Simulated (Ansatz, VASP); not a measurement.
One calculation of Sn2Ge, two programs

INCAR

```
PREC = Accurate
ENCUT = 520
EDIFF = 1E-6
ISMEAR = 0
SIGMA = 0.1
LREAL = False
LASPH = True
NELM = 60
ALGO = Fast
ISIF = 2
LWAVE = False
LCHARG = False
GGA = PE
NBANDS = 51
```

File KPOINTS:

```
regular mesh
0
Gamma
  6 6 2
```

File POSCAR:

```
Sn2Ge
1.0
    4.4993082000      0.0000000000      0.0000000000
   -2.2496541000      3.8965152000      0.0000000000
    0.0000000000      0.0000000000     11.0631436000
Sn Ge
4 2
Direct
    0.0000000000      0.0000000000      0.3692940000
    0.3333333000      0.6666667000      0.0489850000
    0.6666667000      0.3333333000      0.9510150000
    0.0000000000      0.0000000000      0.6307060000
    0.6666667000      0.3333333000      0.7081520000
    0.3333333000      0.6666667000      0.2918480000
```

Input for Ansatz:

```yaml
crystal:
  lattice:
    - [4.4993082, 0.0, 0.0]
    - [-2.2496541, 3.8965152, 0.0]
    - [0.0, 0.0, 11.0631436]
  atoms:
    - { symbol: Sn, position: [0.0, 0.0, 0.369294] }
    - { symbol: Sn, position: [0.3333333, 0.6666667, 0.048985] }
    - { symbol: Sn, position: [0.6666667, 0.3333333, 0.951015] }
    - { symbol: Sn, position: [0.0, 0.0, 0.630706] }
    - { symbol: Ge, position: [0.6666667, 0.3333333, 0.708152] }
    - { symbol: Ge, position: [0.3333333, 0.6666667, 0.291848] }
basis:
  ecutwfc: 420
kpoints:
  mp_grid: { grid: [6, 6, 2] }
hamiltonian:
  xc: pbe
scf:
  occupations: { method: gaussian, width: 0.1 }
  lower_state_search: "off"
output:
  forces: true
  stress: true
  eigenvalues: true
```

Alike in both runs: task single point; functional PBE; k mesh 6 × 6 × 2; occupations gaussian, width 0.1 eV; no spin polarisation.

|  | VASP | Ansatz |
| --- | --- | --- |
| version | VASP 6.6.1 | Ansatz 0.2.0 |
| potentials or method | VASP PAW PBE potentials, release 64 (Sn_d, Ge_d), cutoff 520 eV | scalar-relativistic, plane waves, PAW |
| valence electrons in the cell | 84 | 84 |

VASP gave:

* gap on the k mesh at the Fermi level (eV): none
* pressure (GPa): 0.1
* traceless stress, the component that is largest in VASP (GPa): -0.14
* rms of the force components (eV/Å): 0.040

Question: What did Ansatz give for the same quantities?

Answer: gap on the k mesh at the Fermi level (eV): none; pressure (GPa): 0.1; traceless stress, the component that is largest in VASP (GPa): -0.14; rms of the force components (eV/Å): 0.041.

Atom by atom the forces differ by 0.001 eV/Å (rms over components). A gap of «none» marks a metal or a gap that the smearing closes.
